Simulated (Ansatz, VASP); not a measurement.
**ScSi2O3 in VASP and in Ansatz**

```
CELL_PARAMETERS angstrom
4.15763 0.00000 0.00000
0.00000 4.17324 0.00000
0.00000 0.00000 4.43729
ATOMIC_POSITIONS crystal
Sc 0.50000 0.00000 0.00000
Si 0.50000 0.50000 0.00000
Si 0.50000 0.00000 0.50000
O 0.83677 0.50000 0.00000
O 0.16323 0.50000 0.00000
O 0.00000 0.50000 0.50000
```

Alike in both runs: task single point; functional PBE; k mesh 4 × 4 × 4; occupations gaussian, width 0.1 eV; collinear spin.

```csv
,VASP,Ansatz
version,VASP 6.6.1,Ansatz 0.2.0
potentials or method,"VASP PAW PBE potentials, release 64 (Sc_sv, Si, O), cutoff 520 eV","scalar-relativistic, plane waves, PAW"
valence electrons in the cell,37,37
```

Ansatz gave:

| Property | Result |
| --- | --- |
| gap on the k mesh at the Fermi level (eV) | none |
| rms of the force components (eV/Å) | 3.347 |
| net moment per atom (μB) | 0.11 |
| size of the moment on the site where the two differ most (μB) | 0.58 |

Task: Which values does VASP return?

Result: gap on the k mesh at the Fermi level (eV): none; rms of the force components (eV/Å): 3.324; net moment per atom (μB): 0.11; size of the moment on the site where the two differ most (μB): 0.50.

Site moments also hang on the region over which each program counts them. Atom by atom the forces differ by 0.023 eV/Å (rms over components). A gap of «none» marks a metal or a gap that the smearing closes. The functional is the same, so the differences come from potentials, cutoffs and numerics.

The k mesh is coarse, so the values compare programs but aren't converged.
